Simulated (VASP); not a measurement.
Wanted: the native input for a VASP 6.6.1 run.

* Task: electric field gradients
* Functional: PBEsol
* Potentials or basis: VASP PAW PBE potentials, release 64 (Sc_sv, B)
* Cutoff: 520 eV
* k mesh: 12 × 12 × 9
* Occupations: fermi-dirac, width 0.03 eV
* Spin: no spin polarisation
* Dipole correction: no
* Further INCAR settings: ALGO = Normal; EDIFF = 1e-08; NBANDS = 16

The structure of ScB2 lies in POSCAR:

```
ScB2
1.0
    3.1914521124      0.0000000000      0.0000000000
   -1.5957260562      2.7638786043      0.0000000000
    0.0000000000      0.0000000000      3.5663211014
Sc B
1 2
Direct
    0.0000000000      0.0000000000      0.0000000000
    0.3333333333      0.6666666667      0.5000000000
    0.6666666667      0.3333333333      0.5000000000
```

This cell differs from its parent crystal: volume scaled by 1.04.

The input as run:

INCAR

```
SYSTEM = ScB2
ALGO = Normal
EDIFF = 1E-8
ENCUT = 520
GGA = PS
ISIF = 2
ISMEAR = -1
LASPH = .True.
LCHARG = .False.
LEFG = .True.
LREAL = .False.
LWAVE = .False.
NBANDS = 16
NELM = 100
PREC = Accurate
SIGMA = 0.03
```

KPOINTS

```
k-points
0
Gamma
  12 12 9
  0 0 0
```

Potentials or basis: VASP PAW PBE potentials, release 64 (Sc_sv, B).

Run with:

```console
$ cat potpaw_PBE.64/Sc_sv/POTCAR potpaw_PBE.64/B/POTCAR > POTCAR
$ mpirun -np 1 vasp_std > vasp.out
```

It gave:

```
Pressure : -11.1 GPa
```

Caveat: without QUAD_EFG the Cq values of the log hold for a quadrupole moment of 1 mb, not for the nuclei; the PAW data sets were made with another functional, which shifts forces and pressure a little.

Run time: 24 s on 1 thread of Intel(R) Xeon(R) Platinum 8488C (Sapphire Rapids), with other jobs on the host, peak memory 0.17 GiB.
